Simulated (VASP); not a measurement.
# Al3As3H2 in VASP: notebook, part 2 of 2

VASP 6.6.1. Earlier steps stand in the parts before.

### Step 4. Single point, PBEsol

File INCAR:

```
PREC = Accurate
ENCUT = 400
EDIFF = 1E-6
ISMEAR = 0
SIGMA = 0.05
LREAL = False
LASPH = True
NELM = 120
ALGO = Normal
ISIF = 2
LWAVE = False
LCHARG = False
LDIPOL = True
IDIPOL = 3
DIPOL = 0.5 0.5 0.516
GGA = PS
NBANDS = 23
GGA_COMPAT = False
NELMDL = -8
```

File KPOINTS:

```
regular mesh
0
Gamma
  9 9 1
```

File POSCAR:

```
Al3As3H2
1.0
    4.0125456551      0.0000000000      0.0000000000
   -2.0062728276      3.4749664712      0.0000000000
    0.0000000000      0.0000000000     26.3715170685
As Al H
3 3 2
Direct
    0.0000000000      0.0000000000      0.3223174449
    0.3333333333      0.6666666667      0.4465510944
    0.6690737082      0.3314897856      0.5718911856
    0.3333333333      0.6666666667      0.3533758573
    0.6663207532      0.3336368814      0.4753296780
    0.0028322649     -0.0021833664      0.5984036460
    0.5015840634      0.6968314911      0.6780913295
    0.3071955210      0.5032168377      0.6781327152
```

Potentials or basis: VASP PAW PBE potentials, release 64 (As, Al, H).

Launch:

```sh
$ cat potpaw_PBE.64/As/POTCAR potpaw_PBE.64/Al/POTCAR potpaw_PBE.64/H/POTCAR > POTCAR
$ mpirun -np 1 vasp_std > vasp.out
```

OUTCAR:

```text
PREC = Accurate
   ENCUT = 400
   EDIFF = 1E-6
   ISMEAR = 0
   LREAL = False
   LASPH = True
   NELM = 120
   ISIF = 2
   GGA = PS
   NELMDL = -8

 ion  position               nearest neighbor table
   1  0.000  0.000  0.322-   4 2.46   4 2.46   4 2.46
   2  0.333  0.667  0.447-   5 2.44   5 2.44   5 2.44   4 2.46
   3  0.669  0.331  0.572-   6 2.42   6 2.42   6 2.42   5 2.55
   4  0.333  0.667  0.353-   2 2.46   1 2.46   1 2.46   1 2.46
   5  0.666  0.334  0.475-   2 2.44   2 2.44   2 2.44   3 2.55
   6  0.003  0.998  0.598-   3 2.42   3 2.42   3 2.42
   7  0.502  0.697  0.678-   8 0.78
   8  0.307  0.503  0.678-   7 0.78

  LATTYP: Found a hexagonal cell.
 ALAT       =     4.0125456551
 C/A-ratio  =     6.5722659218

  Lattice vectors:

 A1 = (   4.0125456551,   0.0000000000,   0.0000000000)
 A2 = (  -2.0062728276,   3.4749664712,   0.0000000000)
 A3 = (   0.0000000000,   0.0000000000,  26.3715170685)

Analysis of symmetry for initial positions (statically):
=====================================================================
 Subroutine PRICEL returns:
 Original cell was already a primitive cell.

 Routine SETGRP: Setting up the symmetry group for a
 hexagonal supercell.

 Subroutine GETGRP returns: Found  1 space group operations
 (whereof  1 operations were pure point group operations)
 out of a pool of 24 trial point group operations.

The static configuration has the point symmetry C_1 .

Analysis of symmetry for dynamics (positions and initial velocities):
=====================================================================
 Subroutine PRICEL returns:
 Original cell was already a primitive cell.

 Routine SETGRP: Setting up the symmetry group for a
 hexagonal supercell.

 Subroutine GETGRP returns: Found  1 space group operations
 (whereof  1 operations were pure point group operations)
 out of a pool of 24 trial point group operations.

The dynamic configuration has the point symmetry C_1 .

 Subroutine INISYM returns: Found  1 space group operations
 (whereof  1 operations are pure point group operations),
 and found     1 'primitive' translations
[... 142 lines left out ...]
 maximum number of plane-waves:      6819
 NGX is ok and might be reduce to    28
   NGX = 13   NGY = 13   NGZ = 87

 dipolmoment           0.000000      0.000000      0.009755 electrons x Angstroem

 number of electron      26.0000002 magnetization

 dipolmoment           0.000000      0.000000     -0.182472 electrons x Angstroem

 Free energy of the ion-electron system (eV)
  ---------------------------------------------------
  ext. energy  EPLUGINS =         0.00000000
  ---------------------------------------------------
  free energy    TOTEN  =       -34.32906700 eV

  energy without entropy =      -34.32364586  energy(sigma->0) =      -34.32635643

 E-fermi :  -1.2540     XC(G=0):  -4.2003

 val. band max:       -1.2751814909   @ k =   0.2222   0.3333   0.0000
 cond. band min:      -1.2287227564   @ k =   0.1111   0.0000   0.0000
 fundamental gap:      0.0464587345
 Fermi energy:        -1.2540116997

 k-point     1 :       0.0000    0.0000    0.0000
  band No.  band energies     occupation
      1     -13.8454      2.00000
      2     -12.9540      2.00000
      3     -11.6526      2.00000
      4      -8.7097      2.00000
      5      -6.4545      2.00000
      6      -4.4840      2.00000
[... 613 lines left out ...]
     22       4.1849      0.00000
     23       4.4215      0.00000

 [... further k-points ...]

------------------------ aborting loop because EDIFF is reached ----------------------------------------

 vacuum level on the upper side and lower side of the slab       (xc-potential included)        -1.364         0.990

  FORCE on cell =-STRESS in cart. coord.  units (eV):
  Direction    XX          YY          ZZ          XY          YZ          ZX
  --------------------------------------------------------------------------------------
  -------------------------------------------------------------------------------------
  Total       -0.3001800     -0.4920490      1.2133158     -0.1609465      0.0531760     -0.0957617
  in kB       -1.3079363     -2.1439431      5.2866275     -0.7012719      0.2316969     -0.4172504
  external PRESSURE =       0.6115827 kB  Pullay stress =       0.0000000 kB

 VOLUME and BASIS-vectors are now :
 -----------------------------------------------------------------------------
  energy-cutoff  :      400.00
  volume of cell :      367.71
      direct lattice vectors                 reciprocal lattice vectors
     4.012545655  0.000000000  0.000000000     0.249218348  0.143886280  0.000000000
    -2.006272828  3.474966471  0.000000000     0.000000000  0.287772561  0.000000000
     0.000000000  0.000000000 26.371517069     0.000000000  0.000000000  0.037919699

 POSITION                                       TOTAL-FORCE (eV/Angst)
 -----------------------------------------------------------------------------------
      0.00000      0.00000      8.50000         0.026098     -0.015266     -0.009835
     -0.00000      2.31664     11.77623        -0.032290      0.018205      0.489689
      2.01963      1.15192     15.08164         0.000826     -0.000052     -0.006490
     -0.00000      2.31664      9.31906         0.004884     -0.002560     -0.504487
      2.00428      1.15938     12.53516         0.000822      0.000155      0.012422
     -1.99053      3.46738     15.78081        -0.000019      0.000251      0.017875
      0.61459      2.42147     17.88230         0.015542      0.026523      0.000494
      0.22305      1.74866     17.88339        -0.015862     -0.027256      0.000332
 -----------------------------------------------------------------------------------
    total drift:                               -0.000227     -0.000031     -0.000222

  FREE ENERGIE OF THE ION-ELECTRON SYSTEM (eV)
  ---------------------------------------------------
  free  energy   TOTEN  =       -34.3290669972 eV

  energy  without entropy=      -34.3236458554  energy(sigma->0) =      -34.32635643

 vacuum level on the upper side and lower side of the slab         2.278         4.695
```

OSZICAR:

```text
N       E                     dE             d eps       ncg     rms          rms(c)
DAV:   1     0.104237855470E+03    0.10424E+03   -0.72285E+03  1886   0.660E+02
DAV:   2    -0.233223031624E+02   -0.12756E+03   -0.12331E+03  2707   0.132E+02
DAV:   3    -0.360609702345E+02   -0.12739E+02   -0.12618E+02  2455   0.444E+01
[... 22 lines left out ...]
DAV:  26    -0.343290438249E+02   -0.10286E-04   -0.20096E-06  2133   0.339E-03    0.164E-03
DAV:  27    -0.343290535372E+02   -0.97122E-05   -0.43770E-07  2026   0.200E-03    0.681E-04
DAV:  28    -0.343290584807E+02   -0.49436E-05   -0.19580E-07  2090   0.127E-03    0.912E-04
DAV:  29    -0.343290660971E+02   -0.76164E-05   -0.41472E-07  2122   0.163E-03    0.559E-04
DAV:  30    -0.343290669972E+02   -0.90010E-06   -0.91540E-08  1838   0.608E-04
   1 F= -.34329067E+02 E0= -.34326356E+02  d E =-.542114E-02
```

stdout:

```text
POSCAR found type information on POSCAR AsAlH
 POSCAR found :  3 types and       8 ions
 scaLAPACK will be used
 -----------------------------------------------------------------------------
|                                                                             |
|                                                                             |
|     You enforced a specific xc type in the INCAR file but a different       |
|     I HOPE YOU KNOW WHAT YOU ARE DOING!                                     |
|                                                                             |
 -----------------------------------------------------------------------------

 LDA part: xc-table for (Slater+PW92), standard interpolation
 POSCAR, INCAR and KPOINTS ok, starting setup
 FFT: planning ... GRIDC
 FFT: planning ... GRID_SOFT
 FFT: planning ... GRID
 WAVECAR not read
 entering main loop
```

Run time: 6.5 min. Hardware: 1 thread of Intel Xeon Platinum 8488C (Sapphire Rapids), shared host; peak memory 0.49 GiB.

Results:

```yaml
Free_energy: -34.3291 eV
Largest_force: 0.505 eV/Å
Band_gap_on_the_k_mesh: zero (bands 13 and 14 overlap by 0.22 eV)
```

Forces in eV/Å, atoms in the order of the input:
```
As   0.026 -0.015 -0.010
As  -0.032  0.018  0.490
As   0.001  0.000 -0.006
Al   0.005 -0.003 -0.504
Al   0.001  0.000  0.012
Al   0.000  0.000  0.018
H    0.016  0.027  0.000
H   -0.016 -0.027  0.000
```

Levels at points of the mesh, in eV from the Fermi level:
```
           k point  band 10  band 11  band 12  band 13  band 14  band 15  band 16  band 17
(0.00, 0.00, 0.00)    -0.98    -0.62     0.19     0.19     0.90     1.60     2.40     3.05
```

Caveat: the PAW data sets were made with another functional, which shifts forces and pressure a little.

### Step 5. Overview

```tsv
cell	gap on the mesh (eV)	largest force (eV/Å)
as given, atomic positions A	none	0.50
as given, atomic positions B	none	0.51
as given, atomic positions C	none	0.50
```

Alike in all rows: task single point; level PBEsol; potentials or basis VASP PAW PBE potentials, release 64 (As, Al, H); no spin polarisation; k mesh 9 × 9 × 1; cutoff (eV) 400; smearing gaussian 0.05 eV.

Caveats: the PAW data sets were made with another functional, which shifts forces and pressure a little.

Absolute energies hang on the potentials; compare differences alone.
